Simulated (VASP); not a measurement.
# MnO (Fm-3m) in VASP: notebook, part 2 of 2

VASP 6.6.1. Earlier steps stand in the parts before.

### Step 5. Single point, PBE, collinear spin, ferromagnetic start

The input, INCAR:

```
SYSTEM = MnO
ALGO = Normal ; EDIFF = 1E-6
ENCUT = 520 ; GGA = PE
ISIF = 2 ; ISMEAR = -1
ISPIN = 2 ; LASPH = .True.
LCHARG = .False. ; LMAXMIX = 4
LORBIT = 11 ; LREAL = .False.
LWAVE = .False. ; MAGMOM = 5 0
NBANDS = 20 ; NELM = 150
NUPDOWN = 5.0 ; PREC = Accurate
SIGMA = 0.05
```

The input, KPOINTS:

```
k-points
0
Gamma
  9 9 9
  0 0 0
```

The input, POSCAR:

```
MnO
1.0
    0.0000000000      2.2220003300      2.2220003300
    2.2220003300      0.0000000000      2.2220003300
    2.2220003300      2.2220003300      0.0000000000
Mn O
1 1
Direct
    0.0000000000      0.0000000000      0.0000000000
    0.5000000000      0.5000000000      0.5000000000
```

Potentials or basis: VASP PAW PBE potentials, release 64 (Mn_pv, O).

The run is started by

```
cat potpaw_PBE.64/Mn_pv/POTCAR potpaw_PBE.64/O/POTCAR > POTCAR
mpirun -np 1 vasp_std > vasp.out
```

OUTCAR:

```text
SYSTEM = MnO
   EDIFF = 1E-6
   ENCUT = 520
   GGA = PE
   ISIF = 2
   ISMEAR = -1
   ISPIN = 2
   LASPH = .True.
   LORBIT = 11
   LREAL = .False.
   NELM = 150
   NUPDOWN = 5.0
   PREC = Accurate

 ion  position               nearest neighbor table
   1  0.000  0.000  0.000-   2 2.22   2 2.22   2 2.22   2 2.22   2 2.22   2 2.22
   2  0.500  0.500  0.500-   1 2.22   1 2.22   1 2.22   1 2.22   1 2.22   1 2.22

  LATTYP: Found a face centered cubic cell.
 ALAT       =     4.4440006600

  Lattice vectors:

 A1 = (   0.0000000000,   2.2220003300,   2.2220003300)
 A2 = (   2.2220003300,   0.0000000000,   2.2220003300)
 A3 = (   2.2220003300,   2.2220003300,   0.0000000000)

Analysis of symmetry for initial positions (statically):
=====================================================================
 Subroutine PRICEL returns:
 Original cell was already a primitive cell.

 Routine SETGRP: Setting up the symmetry group for a
 face centered cubic supercell.

 Subroutine GETGRP returns: Found 48 space group operations
 (whereof 48 operations were pure point group operations)
 out of a pool of 48 trial point group operations.

The static configuration has the point symmetry O_h .

Analysis of symmetry for dynamics (positions and initial velocities):
=====================================================================
 Subroutine PRICEL returns:
 Original cell was already a primitive cell.

 Routine SETGRP: Setting up the symmetry group for a
 face centered cubic supercell.

 Subroutine GETGRP returns: Found 48 space group operations
 (whereof 48 operations were pure point group operations)
 out of a pool of 48 trial point group operations.

The dynamic configuration has the point symmetry O_h .

Analysis of structural, dynamic, and magnetic symmetry:
=====================================================================
 Subroutine PRICEL returns:
 Original cell was already a primitive cell.

 Routine SETGRP: Setting up the symmetry group for a
 face centered cubic supercell.

 Subroutine GETGRP returns: Found 48 space group operations
 (whereof 48 operations were pure point group operations)
 out of a pool of 48 trial point group operations.

The overall configuration has the point symmetry O_h .

 Subroutine INISYM returns: Found 48 space group operations
 (whereof 48 operations are pure point group operations),
 and found     1 'primitive' translations

----------------------------------------------------------------------------------------

                                     Primitive cell

  volume of cell :      21.9413

  direct lattice vectors                    reciprocal lattice vectors
     0.000000000  2.222000330  2.222000330    -0.225022469  0.225022469  0.225022469
     2.222000330  0.000000000  2.222000330     0.225022469 -0.225022469  0.225022469
     2.222000330  2.222000330  0.000000000     0.225022469  0.225022469 -0.225022469

  length of vectors
     3.142383002  3.142383002  3.142383002     0.389750349  0.389750349  0.389750349

  position of ions in fractional coordinates (direct lattice)
     0.000000000  0.000000000  0.000000000
     0.500000000  0.500000000  0.500000000

  ion indices of the primitive-cell ions
[... 65 lines left out ...]
 SYSTEM =  MnO
   PREC   = accura    normal or accurate (medium, high low for compatibility)
   ISTART =      0    job   : 0-new  1-cont  2-samecut
   ICHARG =      2    charge: 1-file 2-atom 10-const
   ISPIN  =      2    spin polarized calculation?
   LNONCOLLINEAR =      F non collinear calculations
   LSORBIT =      F    spin-orbit coupling
   LASPH  =      T    aspherical Exc in radial PAW
   ENCUT  =  520.0 eV  38.22 Ry    6.18 a.u.   5.84  5.84  5.84*2*pi/ulx,y,z
   NELM   =    150;   NELMIN=  2; NELMDL= -5     # of ELM steps
   EDIFF  = 0.1E-05   stopping-criterion for ELM
   LREAL  =      F    real-space projection
   EDIFFG = 0.1E-04   stopping-criterion for IOM
   NSW    =      0    number of steps for IOM
   IBRION =     -1    ionic relax: 0-MD 1-quasi-New 2-CG
   NFREE  =      0    steps in history (QN), initial steepest desc. (CG)
   ISIF   =      2    stress and relaxation
   ISYM   =      2    0-nonsym 1-usesym 2-fastsym
   POTIM  = 0.5000    time-step for ionic-motion
   TEBEG  =    0.0;   TEEND  =   0.0 temperature during run
   PSTRESS=    0.0 pullay stress
   NELECT =      19.0000    total number of electrons
   NUPDOWN=       5.0000    fix difference up-down
   EMIN   =  10.00;   EMAX   =-10.00  energy-range for DOS
   EFERMI =   0.00;   METHOD = LEGACY
   ISMEAR =    -1;   SIGMA  =   0.05  broadening in eV -4-tet -1-fermi 0-gaus
   EFERMI_NEDOS =   21; number of points for ismear=-14 and -15
   IALGO  =     38    algorithm
   IMIX   =      4    mixing-type and parameters
     AMIX     =   0.40;   BMIX     =  1.00
     AMIX_MAG =   1.60;   BMIX_MAG =  1.00
  volume/ion in A,a.u.               =      10.97        74.03
  Fermi-wavevector in a.u.,A,eV,Ry     =   1.560409  2.948746 33.128523  2.434878
  Thomas-Fermi vector in A             =   2.663626
   LORBIT       =     11    0 simple, 1 ext, 2 COOP (PROOUT), +10 PAW based schemes
   GGA     = PE    functional components
   LHFCALC =     F    Hartree Fock is set to
   AEXX    =    0.0000 exact exchange contribution
   IVDW    =     0    specifies the selected vdW correction
   LEPSILON=     F    determine dielectric tensor
   LRPA    =     F    only Hartree local field effects (RPA)
 spin polarized calculation
  energy-cutoff  :      520.00
  volume of cell :       21.94
 maximum number of plane-waves:       609
   NGX = 11   NGY = 11   NGZ = 11

 number of electron      18.9999992 magnetization       4.9999997

 Free energy of the ion-electron system (eV)
  ---------------------------------------------------
  ext. energy  EPLUGINS =         0.00000000
  ---------------------------------------------------
  free energy    TOTEN  =       -16.36273256 eV

  energy without entropy =      -16.36117263  energy(sigma->0) =      -16.36195259

 E-fermi :   5.5323     XC(G=0): -11.8423

 val. band max:        7.7275165603   @ k =   0.4444   0.0000   0.0000
 cond. band min:       6.8859026872   @ k =   0.4444   0.4444   0.0000
 fundamental gap:     -0.8416138731
 Fermi energy:         7.8516574795

 spin component 1

 k-point     1 :       0.0000    0.0000    0.0000
  band No.  band energies     occupation
      1     -42.8289      1.00000
      2     -42.8289      1.00000
      3     -42.8289      1.00000
      4     -12.6622      1.00000
      5       3.8785      1.00000
      6       3.8785      1.00000
[... 541 lines left out ...]
     19      33.3275      0.00000
     20      35.6637      0.00000

 [... further k-points ...]

 spin component 2

 k-point     1 :       0.0000    0.0000    0.0000
  band No.  band energies     occupation
      1     -38.0019      1.00000
      2     -38.0019      1.00000
      3     -38.0019      1.00000
      4     -12.1402      1.00000
      5       4.3403      1.00000
      6       4.3403      1.00000
[... 541 lines left out ...]
     19      34.4061      0.00000
     20      36.0097      0.00000

 [... further k-points ...]

------------------------ aborting loop because EDIFF is reached ----------------------------------------

  FORCE on cell =-STRESS in cart. coord.  units (eV):
  Direction    XX          YY          ZZ          XY          YZ          ZX
  --------------------------------------------------------------------------------------
  -------------------------------------------------------------------------------------
  Total        0.7309854      0.7309854      0.7309854      0.0000000      0.0000000     -0.0000000
  in kB       53.3773370     53.3773370     53.3773370      0.0000000      0.0000000     -0.0000000
  external PRESSURE =      53.3773370 kB  Pullay stress =       0.0000000 kB

 VOLUME and BASIS-vectors are now :
 -----------------------------------------------------------------------------
  energy-cutoff  :      520.00
  volume of cell :       21.94
      direct lattice vectors                 reciprocal lattice vectors
     0.000000000  2.222000330  2.222000330    -0.225022469  0.225022469  0.225022469
     2.222000330  0.000000000  2.222000330     0.225022469 -0.225022469  0.225022469
     2.222000330  2.222000330  0.000000000     0.225022469  0.225022469 -0.225022469

 POSITION                                       TOTAL-FORCE (eV/Angst)
 -----------------------------------------------------------------------------------
      0.00000      0.00000      0.00000         0.000000      0.000000      0.000000
      2.22200      2.22200      2.22200        -0.000000     -0.000000     -0.000000
 -----------------------------------------------------------------------------------
    total drift:                                0.000000     -0.000000     -0.000000

  FREE ENERGIE OF THE ION-ELECTRON SYSTEM (eV)
  ---------------------------------------------------
  free  energy   TOTEN  =       -16.3627325563 eV

  energy  without entropy=      -16.3611726306  energy(sigma->0) =      -16.36195259

 total charge

# of ion       s       p       d       tot
------------------------------------------
    1        0.206   6.180   4.966  11.351
    2        1.560   3.429   0.000   4.989
--------------------------------------------------
tot          1.766   9.609   4.966  16.341

 magnetization (x)

# of ion       s       p       d       tot
------------------------------------------
    1        0.036   0.027   4.421   4.484
    2        0.032   0.212   0.000   0.244
--------------------------------------------------
tot          0.068   0.239   4.421   4.728
```

OSZICAR:

```text
N       E                     dE             d eps       ncg     rms          rms(c)
DAV:   1     0.177158534421E+03    0.17716E+03   -0.10730E+04  2800   0.116E+03
DAV:   2    -0.993410155993E+01   -0.18709E+03   -0.17738E+03  2860   0.334E+02
DAV:   3    -0.186814534932E+02   -0.87474E+01   -0.86872E+01  3160   0.778E+01
DAV:   4    -0.187478415999E+02   -0.66388E-01   -0.66375E-01  3220   0.702E+00
DAV:   5    -0.187484174696E+02   -0.57587E-03   -0.57586E-03  3136   0.654E-01    0.142E+01
DAV:   6    -0.164522903813E+02    0.22961E+01   -0.87561E+00  3776   0.310E+01    0.127E+01
DAV:   7    -0.163770385222E+02    0.75252E-01   -0.92665E-01  3164   0.120E+01    0.788E+00
DAV:   8    -0.163687522694E+02    0.82863E-02   -0.10637E-01  3064   0.257E+00    0.436E+00
DAV:   9    -0.163621035976E+02    0.66487E-02   -0.15042E-02  3012   0.146E+00    0.575E-01
DAV:  10    -0.163626406617E+02   -0.53706E-03   -0.22025E-03  3028   0.390E-01    0.938E-02
DAV:  11    -0.163626899618E+02   -0.49300E-04   -0.61392E-05  3212   0.741E-02    0.581E-02
DAV:  12    -0.163627258711E+02   -0.35909E-04   -0.16177E-05  3088   0.350E-02    0.248E-02
DAV:  13    -0.163627328429E+02   -0.69718E-05   -0.53020E-06  3112   0.169E-02    0.417E-03
DAV:  14    -0.163627325563E+02    0.28662E-06   -0.77822E-07  2264   0.691E-03
   1 F= -.16362733E+02 E0= -.16361953E+02  d E =-.155993E-02  mag=     5.0000
```

stdout:

```text
POSCAR found type information on POSCAR MnO
 POSCAR found :  2 types and       2 ions
 scaLAPACK will be used
 LDA part: xc-table for (Slater+PW92), standard interpolation
 POSCAR, INCAR and KPOINTS ok, starting setup
 FFT: planning ... GRIDC
 FFT: planning ... GRID_SOFT
 FFT: planning ... GRID
 WAVECAR not read
 entering main loop
```

It took 53 s on 1 thread of Intel Xeon 6975P-C, shared host; peak memory 0.16 GiB.

What came out:

```
Free energy                                           : -16.3627 eV
Pressure                                              : 5.3 GPa
Net moment                                            : 5.00 μB per cell
Site moments                                          : Mn +4.48; O +0.24 μB
Valence electrons inside the program's atomic spheres : Mn 11.35; O 4.99
```

Caveat: the total moment is fixed, so each spin has its own Fermi level; a cell with one magnetic atom can't hold antiferromagnetic order, which such compounds often take.

### Step 6. Single point, PBE, collinear spin, ferromagnetic start

The input, INCAR:

```
SYSTEM = MnO
PREC     = Accurate       ! precision mode
ENCUT    = 520            ! plane-wave cutoff, eV
EDIFF    = 1E-6           ! SCF threshold, eV
ISMEAR   = -1             ! smearing method
SIGMA    = 0.05           ! smearing width, eV
LREAL    = .FALSE.        ! projectors in reciprocal space
LASPH    = .TRUE.         ! aspherical terms in the spheres
NELM     = 150            ! most SCF steps
ALGO     = Normal         ! electronic algorithm
ISIF     = 2              ! what is computed and relaxed
LWAVE    = .FALSE.        ! write WAVECAR
LCHARG   = .FALSE.        ! write CHGCAR
ISPIN    = 2              ! spin polarisation
MAGMOM   = 6 0            ! initial moments
LORBIT   = 11             ! projections on sites
NUPDOWN  = 6.0            ! fixed moment
LMAXMIX  = 4              ! l up to which the mixer works
GGA      = PE             ! functional
NBANDS   = 20             ! bands
```

The input, KPOINTS:

```
Automatic mesh
0
G
  9 9 9
  0 0 0
```

POSCAR is that of step 5.

Potentials or basis: VASP PAW PBE potentials, release 64 (Mn_pv, O).

The run is started by

```
cat potpaw_PBE.64/Mn_pv/POTCAR potpaw_PBE.64/O/POTCAR > POTCAR
mpirun -np 1 vasp_std > vasp.out
```

OUTCAR:

```text
SYSTEM = MnO
   PREC = Accurate
   ENCUT = 520
   EDIFF = 1E-6
   ISMEAR = -1
   LREAL = .FALSE.
   LASPH = .TRUE.
   NELM = 150
   ISIF = 2
   ISPIN = 2
   LORBIT = 11
   NUPDOWN = 6.0
   GGA = PE

 ion  position               nearest neighbor table
   1  0.000  0.000  0.000-   2 2.22   2 2.22   2 2.22   2 2.22   2 2.22   2 2.22
   2  0.500  0.500  0.500-   1 2.22   1 2.22   1 2.22   1 2.22   1 2.22   1 2.22

  LATTYP: Found a face centered cubic cell.
 ALAT       =     4.4440006600

  Lattice vectors:

 A1 = (   0.0000000000,   2.2220003300,   2.2220003300)
 A2 = (   2.2220003300,   0.0000000000,   2.2220003300)
 A3 = (   2.2220003300,   2.2220003300,   0.0000000000)

Analysis of symmetry for initial positions (statically):
=====================================================================
 Subroutine PRICEL returns:
 Original cell was already a primitive cell.

 Routine SETGRP: Setting up the symmetry group for a
 face centered cubic supercell.

 Subroutine GETGRP returns: Found 48 space group operations
 (whereof 48 operations were pure point group operations)
 out of a pool of 48 trial point group operations.

The static configuration has the point symmetry O_h .

Analysis of symmetry for dynamics (positions and initial velocities):
=====================================================================
 Subroutine PRICEL returns:
 Original cell was already a primitive cell.

 Routine SETGRP: Setting up the symmetry group for a
 face centered cubic supercell.

 Subroutine GETGRP returns: Found 48 space group operations
 (whereof 48 operations were pure point group operations)
 out of a pool of 48 trial point group operations.

The dynamic configuration has the point symmetry O_h .

Analysis of structural, dynamic, and magnetic symmetry:
=====================================================================
 Subroutine PRICEL returns:
 Original cell was already a primitive cell.

 Routine SETGRP: Setting up the symmetry group for a
 face centered cubic supercell.
[... 146 lines left out ...]
  ext. energy  EPLUGINS =         0.00000000
  ---------------------------------------------------
  free energy    TOTEN  =       -12.76818907 eV

  energy without entropy =      -12.75753545  energy(sigma->0) =      -12.76286226

 E-fermi :   3.2356     XC(G=0): -11.9160

 val. band max:       11.8305513387   @ k =   0.4444   0.2222   0.0000
 cond. band min:       3.2625081361   @ k =  -0.4444   0.4444   0.0000
 fundamental gap:     -8.5680432026
 Fermi energy:        11.9743551952

 spin component 1

 k-point     1 :       0.0000    0.0000    0.0000
  band No.  band energies     occupation
      1     -42.8060      1.00000
      2     -42.8060      1.00000
      3     -42.8060      1.00000
      4     -13.5997      1.00000
      5       2.8861      1.00000
      6       2.8861      1.00000
[... 541 lines left out ...]
     19      33.0135      0.00000
     20      35.2830      0.00000

 [... further k-points ...]

 spin component 2

 k-point     1 :       0.0000    0.0000    0.0000
  band No.  band energies     occupation
      1     -37.9098      1.00000
      2     -37.9098      1.00000
      3     -37.9098      1.00000
      4     -12.1581      1.00000
      5       4.3035      0.00000
      6       4.3035      0.00000
[... 541 lines left out ...]
     19      34.6445      0.00000
     20      36.1391      0.00000

 [... further k-points ...]

------------------------ aborting loop because EDIFF is reached ----------------------------------------

  FORCE on cell =-STRESS in cart. coord.  units (eV):
  Direction    XX          YY          ZZ          XY          YZ          ZX
  --------------------------------------------------------------------------------------
  -------------------------------------------------------------------------------------
  Total        5.2406189      5.2406189      5.2406189     -0.0000000      0.0000000     -0.0000000
  in kB      382.6756338    382.6756338    382.6756338     -0.0000000      0.0000000     -0.0000000
  external PRESSURE =     382.6756338 kB  Pullay stress =       0.0000000 kB

 VOLUME and BASIS-vectors are now :
 -----------------------------------------------------------------------------
  energy-cutoff  :      520.00
  volume of cell :       21.94
      direct lattice vectors                 reciprocal lattice vectors
     0.000000000  2.222000330  2.222000330    -0.225022469  0.225022469  0.225022469
     2.222000330  0.000000000  2.222000330     0.225022469 -0.225022469  0.225022469
     2.222000330  2.222000330  0.000000000     0.225022469  0.225022469 -0.225022469

 POSITION                                       TOTAL-FORCE (eV/Angst)
 -----------------------------------------------------------------------------------
      0.00000      0.00000      0.00000         0.000000      0.000000      0.000000
      2.22200      2.22200      2.22200         0.000000      0.000000      0.000000
 -----------------------------------------------------------------------------------
    total drift:                                0.000000     -0.000000     -0.000000

  FREE ENERGIE OF THE ION-ELECTRON SYSTEM (eV)
  ---------------------------------------------------
  free  energy   TOTEN  =       -12.7681890725 eV

  energy  without entropy=      -12.7575354507  energy(sigma->0) =      -12.76286226

 total charge

# of ion       s       p       d       tot
------------------------------------------
    1        0.261   6.206   4.922  11.388
    2        1.611   3.318   0.000   4.929
--------------------------------------------------
tot          1.872   9.523   4.922  16.317

 magnetization (x)

# of ion       s       p       d       tot
------------------------------------------
    1        0.097   0.080   4.467   4.643
    2        0.078   0.684   0.000   0.762
--------------------------------------------------
tot          0.175   0.764   4.467   5.405
```

stdout:

```text
POSCAR found type information on POSCAR MnO
 POSCAR found :  2 types and       2 ions
 scaLAPACK will be used
 LDA part: xc-table for (Slater+PW92), standard interpolation
 POSCAR, INCAR and KPOINTS ok, starting setup
 FFT: planning ... GRIDC
 FFT: planning ... GRID_SOFT
 FFT: planning ... GRID
 WAVECAR not read
 entering main loop
```

Wall time 45 s (1 thread of Intel Xeon 6975P-C, shared host); peak memory 0.16 GiB.

Results:

```
Free energy                                           : -12.7682 eV
Pressure                                              : 38.3 GPa
Net moment                                            : 6.00 μB per cell
Site moments                                          : Mn +4.64; O +0.76 μB
Valence electrons inside the program's atomic spheres : Mn 11.39; O 4.93
```

Caveat: the total moment is fixed, so each spin has its own Fermi level; a cell with one magnetic atom can't hold antiferromagnetic order, which such compounds often take.

### Step 7. The runs side by side

| fixed moment (μB) | pressure (GPa) | moment (μB) |
| --- | --- | --- |
| 2.0 | -29.3 | 2.00 |
| 3.0 | -23.0 | 3.00 |
| 4.0 | -12.3 | 4.00 |
| 5.0 | 5.3 | 5.00 |
| 6.0 | 38.3 | 6.00 |

Alike in all rows: task single point; level PBE; potentials or basis VASP PAW PBE potentials, release 64 (Mn_pv, O); spin collinear, ferromagnetic start; cell as given; k mesh 9 × 9 × 9; cutoff (eV) 520; smearing fermi-dirac 0.05 eV.

Caveats: the total moment is fixed, so each spin has its own Fermi level; a cell with one magnetic atom can't hold antiferromagnetic order, which such compounds often take.

Absolute energies hang on the potentials; compare differences alone.
